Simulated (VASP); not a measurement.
A run of VASP 6.6.1:

INCAR

```
SYSTEM = Si
  PREC = Accurate
  ENCUT = 500
  EDIFF = 1E-6
  ISMEAR = -1
  SIGMA = 0.05
  LREAL = .False.
  LASPH = .True.
  NELM = 120
  ALGO = Normal
  ISIF = 2
  LWAVE = .False.
  LCHARG = .False.
  GGA = PE
  NBANDS = 11
  GGA_COMPAT = .False.
```

File KPOINTS:

```
regular mesh
0
Gamma
  3 3 3
  0 0 0
```

The input POSCAR:

```
Si
1.0
    0.0000000000      2.7000000000      2.7000000000
    2.7000000000      0.0000000000      2.7000000000
    2.7000000000      2.7000000000      0.0000000000
Si
2
Direct
    0.0000000000      0.0000000000      0.0000000000
    0.2378896942      0.2378896942      0.2378896942
```

Potentials or basis: VASP PAW PBE potentials, release 64 (Si).

The run is started by

```sh
$ cat potpaw_PBE.64/Si/POTCAR > POTCAR
$ mpirun -np 1 vasp_std > vasp.out
```

Hardware: 1 thread of Intel Xeon 8259CL, on a shared host.

Problem. How long does it take, and how much memory?

Solution. Run time: 4.2 s on 1 thread of Intel Xeon 8259CL, with other jobs on the host, peak memory 0.14 GiB. Counts: scf iterations 12, k points 6.
